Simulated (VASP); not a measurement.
# PbO in VASP: a series of runs

PbO is run at these levels: PBE; tasks: single point.

Program: VASP 6.6.1. These are calculated values, not measurements. Logs are shortened: lines on timing, memory, paths and dates and some standing lists are left out, and cuts for length are marked.

## Step 1: The cell of the first run

The structure is tetragonal, space group P4mm (No. 99). The conventional cell has a = 3.966 Å, b = 3.966 Å, c = 4.937 Å, α = 90.00°, β = 90.00°, γ = 90.00°. Within 3.0 Å of Pb (site symmetry 4mm) lie 4 O at 2.29 Å. Within 3.0 Å of Pb (site symmetry 4mm) lie 4 O at 2.27 Å. O (site symmetry 2mm) has 4 Pb at 2.27 to 2.29 Å and 4 O at 2.80 Å within 3.0 Å.

## Step 2: Single point, PBE (strained and its atoms moved)

INCAR

```
  ALGO = Normal
  EDIFF = 1E-6
  ENCUT = 600
  GGA = PE
  GGA_COMPAT = False
  ISIF = 2
  ISMEAR = 0
  LASPH = True
  LCHARG = True
  LELF = True
  LREAL = False
  LVHAR = True
  LWAVE = False
  NBANDS = 28
  NELM = 120
  PREC = Accurate
  SIGMA = 0.02
```

KPOINTS

```
k-points
0
Gamma
  8 8 6
```

POSCAR

```
PbO
1.0
    3.9663717120      0.0000000000      0.0000000000
    0.0000000000      3.9663717120      0.0000000000
    0.0000000000      0.0000000000      4.9365255600
Pb O
2 2
Direct
    0.0000000000      0.5000000000      0.2308024037
    0.5000000000      0.0000000000      0.7752062888
    0.0000000000      0.0000000000     -0.0030043462
    0.5000000000      0.5000000000     -0.0030043462
```

Potentials or basis: VASP PAW PBE potentials, release 64 (Pb_d, O).

Launch:

```bash
$ cat potpaw_PBE.64/Pb_d/POTCAR potpaw_PBE.64/O/POTCAR > POTCAR
$ mpirun -np 1 vasp_std > vasp.out
```

OUTCAR:

```text
EDIFF = 1E-6
   ENCUT = 600
   GGA = PE
   ISIF = 2
   ISMEAR = 0
   LASPH = True
   LREAL = False
   NELM = 120
   PREC = Accurate

 ion  position               nearest neighbor table
   1  0.000  0.500  0.231-   3 2.29   4 2.29   3 2.29   4 2.29   2 3.60   2 3.60   2 3.60   2 3.60
                             2 3.88   2 3.88   2 3.88   2 3.88
   2  0.500  0.000  0.775-   3 2.27   4 2.27   4 2.27   3 2.27   1 3.60   1 3.60   1 3.60   1 3.60
                             1 3.88   1 3.88   1 3.88   1 3.88
   3  0.000  0.000  0.997-   2 2.27   2 2.27   1 2.29   1 2.29
   4  0.500  0.500  0.997-   2 2.27   2 2.27   1 2.29   1 2.29

  LATTYP: Found a simple tetragonal cell.
 ALAT       =     3.9663717120
 C/A-ratio  =     1.2445947880

  Lattice vectors:

 A1 = (   3.9663717120,   0.0000000000,   0.0000000000)
 A2 = (   0.0000000000,   3.9663717120,   0.0000000000)
 A3 = (   0.0000000000,   0.0000000000,   4.9365255600)

Analysis of symmetry for initial positions (statically):
=====================================================================
 Subroutine PRICEL returns:
 Original cell was already a primitive cell.

 Routine SETGRP: Setting up the symmetry group for a
 simple tetragonal supercell.

 Subroutine GETGRP returns: Found  8 space group operations
 (whereof  4 operations were pure point group operations)
 out of a pool of 16 trial point group operations.

The static configuration has the point symmetry C_2v.
 The point group associated with its full space group is C_4v.

Analysis of symmetry for dynamics (positions and initial velocities):
=====================================================================
 Subroutine PRICEL returns:
 Original cell was already a primitive cell.

 Routine SETGRP: Setting up the symmetry group for a
 simple tetragonal supercell.

 Subroutine GETGRP returns: Found  8 space group operations
 (whereof  4 operations were pure point group operations)
 out of a pool of 16 trial point group operations.

The dynamic configuration has the point symmetry C_2v.
 The point group associated with its full space group is C_4v.

 Subroutine INISYM returns: Found  8 space group operations
 (whereof  4 operations are pure point group operations),
 and found     1 'primitive' translations

----------------------------------------------------------------------------------------

                                     Primitive cell

  volume of cell :      77.6619

  direct lattice vectors                    reciprocal lattice vectors
     3.966371712  0.000000000  0.000000000     0.252119588  0.000000000  0.000000000
     0.000000000  3.966371712  0.000000000     0.000000000  0.252119588  0.000000000
     0.000000000  0.000000000  4.936525560     0.000000000  0.000000000  0.202571624

  length of vectors
     3.966371712  3.966371712  4.936525560     0.252119588  0.252119588  0.202571624

  position of ions in fractional coordinates (direct lattice)
     0.000000000  0.500000000  0.230802404
     0.500000000  0.000000000  0.775206289
     0.000000000  0.000000000  0.996995654
     0.500000000  0.500000000  0.996995654

  ion indices of the primitive-cell ions
   primitive index   ion index
                 1           1
                 2           2
                 3           3
                 4           4

----------------------------------------------------------------------------------------

 KPOINTS: k-points

Automatic generation of k-mesh.
 Grid dimensions read from file:
 generate k-points for:    8    8    6

 Generating k-lattice:

  Cartesian coordinates                     Fractional coordinates (reciprocal lattice)
     0.031514948  0.000000000  0.000000000     0.125000000  0.000000000  0.000000000
     0.000000000  0.031514948  0.000000000     0.000000000  0.125000000  0.000000000
     0.000000000  0.000000000  0.033761937     0.000000000  0.000000000  0.166666667

  Length of vectors
     0.031514948  0.031514948  0.033761937

  Shift w.r.t. Gamma in fractional coordinates (k-lattice)
     0.000000000  0.000000000  0.000000000

 Subroutine IBZKPT returns following result:
 ===========================================

 Found     60 irreducible k-points:

 Following reciprocal coordinates:
            Coordinates               Weight
  0.000000  0.000000  0.000000      1.000000
  0.125000  0.000000  0.000000      4.000000
  0.250000  0.000000  0.000000      4.000000
  0.375000  0.000000  0.000000      4.000000
  0.500000  0.000000  0.000000      2.000000
  0.125000  0.125000  0.000000      4.000000
[... 16 lines left out ...]
  0.375000  0.125000  0.166667     16.000000
  0.500000  0.125000  0.166667      8.000000
 [... further k-points ...]
   k-points           NKPTS =     60   k-points in BZ     NKDIM =     60   number of bands    NBANDS=     28
   number of dos      NEDOS =    301   number of ions     NIONS =      4
   total plane-waves  NPLWV =  40960
   dimension x,y,z NGX =    32 NGY =   32 NGZ =   40
   dimension x,y,z NGXF=    64 NGYF=   64 NGZF=   80
   ions per type =               2   2
   NGX,Y,Z   is equivalent  to a cutoff of  13.41, 13.41, 13.47 a.u.
   NGXF,Y,Z  is equivalent  to a cutoff of  26.82, 26.82, 26.94 a.u.
 SYSTEM =  unknown system
   PREC   = accura    normal or accurate (medium, high low for compatibility)
   ISTART =      0    job   : 0-new  1-cont  2-samecut
   ICHARG =      2    charge: 1-file 2-atom 10-const
   ISPIN  =      1    spin polarized calculation?
   LNONCOLLINEAR =      F non collinear calculations
   LSORBIT =      F    spin-orbit coupling
   LASPH  =      T    aspherical Exc in radial PAW
   ENCUT  =  600.0 eV  44.10 Ry    6.64 a.u.   7.92  7.92  9.86*2*pi/ulx,y,z
   NELM   =    120;   NELMIN=  2; NELMDL= -5     # of ELM steps
   EDIFF  = 0.1E-05   stopping-criterion for ELM
   LREAL  =      F    real-space projection
   EDIFFG = 0.1E-04   stopping-criterion for IOM
   NSW    =      0    number of steps for IOM
   IBRION =     -1    ionic relax: 0-MD 1-quasi-New 2-CG
   NFREE  =      0    steps in history (QN), initial steepest desc. (CG)
   ISIF   =      2    stress and relaxation
   ISYM   =      2    0-nonsym 1-usesym 2-fastsym
   POTIM  = 0.5000    time-step for ionic-motion
   TEBEG  =    0.0;   TEEND  =   0.0 temperature during run
   PSTRESS=    0.0 pullay stress
   NELECT =      40.0000    total number of electrons
   NUPDOWN=      -1.0000    fix difference up-down
   EMIN   =  10.00;   EMAX   =-10.00  energy-range for DOS
   EFERMI =   0.00;   METHOD = LEGACY
   ISMEAR =     0;   SIGMA  =   0.02  broadening in eV -4-tet -1-fermi 0-gaus
   EFERMI_NEDOS =   21; number of points for ismear=-14 and -15
   IALGO  =     38    algorithm
   IMIX   =      4    mixing-type and parameters
     AMIX     =   0.40;   BMIX     =  1.00
     AMIX_MAG =   1.60;   BMIX_MAG =  1.00
  volume/ion in A,a.u.               =      19.42       131.02
  Fermi-wavevector in a.u.,A,eV,Ry     =   1.312277  2.479843 23.430187  1.722070
  Thomas-Fermi vector in A             =   2.442680
   LORBIT       =      0    0 simple, 1 ext, 2 COOP (PROOUT), +10 PAW based schemes
   GGA     = PE    functional components
   LHFCALC =     F    Hartree Fock is set to
   AEXX    =    0.0000 exact exchange contribution
   IVDW    =     0    specifies the selected vdW correction
   LEPSILON=     F    determine dielectric tensor
   LRPA    =     F    only Hartree local field effects (RPA)
 non-spin polarized calculation
 Gauss-broadening in eV      SIGMA  =   0.02
  energy-cutoff  :      600.00
  volume of cell :       77.66
 maximum number of plane-waves:      2624
 NGX is ok and might be reduce to    32
   NGX = 15   NGY = 15   NGZ = 19

 number of electron      39.9999989 magnetization

 Free energy of the ion-electron system (eV)
  ---------------------------------------------------
  ext. energy  EPLUGINS =         0.00000000
  ---------------------------------------------------
  free energy    TOTEN  =       -21.26478561 eV

  energy without entropy =      -21.26478561  energy(sigma->0) =      -21.26478561

 E-fermi :   5.6088     XC(G=0):  -9.9242

 val. band max:        5.4335790189   @ k =   0.1250   0.1250   0.0000
 cond. band min:       6.8441142118   @ k =   0.5000   0.5000   0.0000
 fundamental gap:      1.4105351930
 Fermi energy:         5.6087519709

 k-point     1 :       0.0000    0.0000    0.0000
  band No.  band energies     occupation
      1     -13.3945      2.00000
      2     -12.8070      2.00000
      3     -10.6421      2.00000
      4     -10.6421      2.00000
      5     -10.5722      2.00000
      6     -10.5277      2.00000
[... 20 lines left out ...]
     27      13.2038      0.00000
     28      13.6687      0.00000

 k-point     2 :       0.1250    0.0000    0.0000
  band No.  band energies     occupation
      1     -13.3560      2.00000
      2     -12.8161      2.00000
      3     -10.6350      2.00000
      4     -10.6290      2.00000
      5     -10.5603      2.00000
      6     -10.5182      2.00000
[... 20 lines left out ...]
     27      13.4172      0.00000
     28      14.6937      0.00000

 k-point     3 :       0.2500    0.0000    0.0000
  band No.  band energies     occupation
      1     -13.2552      2.00000
      2     -12.8478      2.00000
      3     -10.6153      2.00000
      4     -10.5927      2.00000
      5     -10.5267      2.00000
      6     -10.4898      2.00000
[... 20 lines left out ...]
     27      13.6885      0.00000
     28      16.4528      0.00000

 k-point     4 :       0.3750    0.0000    0.0000
  band No.  band energies     occupation
      1     -13.1275      2.00000
      2     -12.9096      2.00000
      3     -10.5878      2.00000
      4     -10.5484      2.00000
      5     -10.5182      2.00000
      6     -10.4895      2.00000
[... 20 lines left out ...]
     27      14.1085      0.00000
     28      15.9504      0.00000

 k-point     5 :       0.5000    0.0000    0.0000
  band No.  band energies     occupation
      1     -13.0188      2.00000
      2     -12.9919      2.00000
      3     -10.5661      2.00000
      4     -10.5398      2.00000
      5     -10.5199      2.00000
      6     -10.4959      2.00000
[... 20 lines left out ...]
     27      14.7787      0.00000
     28      14.8501      0.00000

 k-point     6 :       0.1250    0.1250    0.0000
  band No.  band energies     occupation
      1     -13.3197      2.00000
      2     -12.8239      2.00000
      3     -10.6355      2.00000
      4     -10.6073      2.00000
      5     -10.5496      2.00000
      6     -10.5120      2.00000
[... 463 lines left out ...]
      5     -10.5414      2.00000
      6     -10.5175      2.00000
[... 20 lines left out ...]
     27      14.0047      0.00000
     28      15.1834      0.00000

 k-point    22 :       0.2500    0.1250    0.1667
  band No.  band energies     occupation
      1     -13.2239      2.00000
      2     -12.8508      2.00000
      3     -10.6096      2.00000
      4     -10.5716      2.00000
      5     -10.5137      2.00000
      6     -10.5000      2.00000
[... 20 lines left out ...]
     27      14.6001      0.00000
     28      15.9410      0.00000

 k-point    23 :       0.3750    0.1250    0.1667
  band No.  band energies     occupation
      1     -13.1076      2.00000
      2     -12.9082      2.00000
      3     -10.5877      2.00000
      4     -10.5415      2.00000
      5     -10.5143      2.00000
      6     -10.4816      2.00000
[... 20 lines left out ...]
     27      14.8361      0.00000
     28      15.2963      0.00000

 k-point    24 :       0.5000    0.1250    0.1667
  band No.  band energies     occupation
      1     -13.0078      2.00000
      2     -12.9847      2.00000
      3     -10.5712      2.00000
      4     -10.5488      2.00000
      5     -10.5042      2.00000
      6     -10.4845      2.00000
[... 20 lines left out ...]
     27      15.0027      0.00000
     28      15.0205      0.00000

 [... further k-points ...]

------------------------ aborting loop because EDIFF is reached ----------------------------------------

  FORCE on cell =-STRESS in cart. coord.  units (eV):
  Direction    XX          YY          ZZ          XY          YZ          ZX
  --------------------------------------------------------------------------------------
  -------------------------------------------------------------------------------------
  Total        4.4936583      4.4936583      4.2231397      0.0000000      0.0000000      0.0000000
  in kB       92.7048407     92.7048407     87.1240013      0.0000000      0.0000000      0.0000000
  external PRESSURE =      90.8445609 kB  Pullay stress =       0.0000000 kB

 VOLUME and BASIS-vectors are now :
 -----------------------------------------------------------------------------
  energy-cutoff  :      600.00
  volume of cell :       77.66
      direct lattice vectors                 reciprocal lattice vectors
     3.966371712  0.000000000  0.000000000     0.252119588  0.000000000  0.000000000
     0.000000000  3.966371712  0.000000000     0.000000000  0.252119588  0.000000000
     0.000000000  0.000000000  4.936525560     0.000000000  0.000000000  0.202571624

 POSITION                                       TOTAL-FORCE (eV/Angst)
 -----------------------------------------------------------------------------------
      0.00000      1.98319      1.13936         0.000000      0.000000      1.223283
      1.98319      0.00000      3.82683         0.000000      0.000000     -1.777133
      0.00000      0.00000      4.92169         0.000000      0.000000      0.276925
      1.98319      1.98319      4.92169         0.000000      0.000000      0.276925
 -----------------------------------------------------------------------------------
    total drift:                                0.000000      0.000000     -0.000045

  FREE ENERGIE OF THE ION-ELECTRON SYSTEM (eV)
  ---------------------------------------------------
  free  energy   TOTEN  =       -21.2647856121 eV

  energy  without entropy=      -21.2647856121  energy(sigma->0) =      -21.26478561
```

Run time: 4 min. Hardware: 1 thread of Intel Xeon 8259CL, shared host; peak memory 0.28 GiB.

What came out:

* Free energy: -21.2648 eV
* Pressure: 9.1 GPa
* Largest force: 1.777 eV/Å
* Band gap on the k mesh: 1.41 eV (least direct gap 2.23 eV)

Forces on the atoms (eV/Å):
```
Pb   0.000  0.000  1.223
Pb   0.000  0.000 -1.777
O    0.000  0.000  0.277
O    0.000  0.000  0.277
```

Caveat: the cell differs from its parent crystal (strained and its atoms moved); the cell stands under pressure; spin-orbit coupling is left out, which moves the levels of the heavy elements; forces of over 1 eV/Å act on the atoms, so gaps and moduli don't describe the material at rest. A k mesh can miss the band edges.

## Step 3: Single point, PBE (strained and its atoms moved)

INCAR

```
SYSTEM = PbO
PREC = Accurate
ENCUT = 600
EDIFF = 1E-6
ISMEAR = 0
SIGMA = 0.02
LREAL = .FALSE.
LASPH = .TRUE.
NELM = 120
ALGO = Normal
ISIF = 2
LWAVE = .FALSE.
LCHARG = .FALSE.
GGA = PE
NBANDS = 28
GGA_COMPAT = .FALSE.
```

KPOINTS

```
Automatic mesh
0
G
  8 8 6
  0 0 0
```

POSCAR

```
PbO
1.0
    4.0547226240      0.0000000000      0.0000000000
    0.0000000000      4.0547226240      0.0000000000
    0.0000000000      0.0000000000      5.0481646200
Pb O
2 2
Direct
    0.0000000000      0.5000000000      0.2632603656
    0.5000000000      0.0000000000      0.7367396344
    0.0000000000      0.0000000000      0.0000000000
    0.5000000000      0.5000000000      0.0000000000
```

Potentials or basis: VASP PAW PBE potentials, release 64 (Pb_d, O).

Launch:

```bash
$ cat potpaw_PBE.64/Pb_d/POTCAR potpaw_PBE.64/O/POTCAR > POTCAR
$ mpirun -np 1 vasp_std > vasp.out
```

Wall time 2.8 min (1 thread of Intel Xeon 8259CL, shared host); peak memory 0.29 GiB.

It converged, with:

```yaml
Free_energy: -21.1757 eV
Pressure: -4.9 GPa
Largest_force: 2.069 eV/Å
Band_gap_on_the_k_mesh: 0.69 eV (least direct gap 1.03 eV)
```

Forces on the atoms (eV/Å):
```
Pb   0.000  0.000 -2.069
Pb   0.000  0.000  2.069
O    0.000  0.000  0.000
O    0.000  0.000  0.000
```

Stress tensor (GPa, compression positive):
```
-3.31  0.00  0.00
 0.00 -3.31  0.00
 0.00  0.00 -8.00
```

Levels at points of the mesh, in eV from the valence-band top:
```
           k point  band 18  band 19  band 20  band 21  band 22  band 23
(0.00, 0.00, 0.00)    -0.85    -0.85     0.00     2.61     4.85     4.85
(0.50, 0.00, 0.00)    -2.14    -1.45    -1.45     3.22     3.22     6.02
(0.50, 0.50, 0.00)    -1.66    -0.35    -0.35     0.69     0.69     4.90
(0.00, 0.00, 0.50)    -0.89    -0.89    -0.89     2.51     3.43     3.43
(0.50, 0.00, 0.50)    -2.09    -0.83    -0.83     2.95     2.95     5.67
(0.50, 0.50, 0.50)    -2.31    -0.35    -0.35     3.01     3.01     4.74
```

Caveat: the cell differs from its parent crystal (strained and its atoms moved); the cell stands under tension; spin-orbit coupling is left out, which moves the levels of the heavy elements; forces of over 1 eV/Å act on the atoms, so gaps and moduli don't describe the material at rest. A k mesh can miss the band edges.
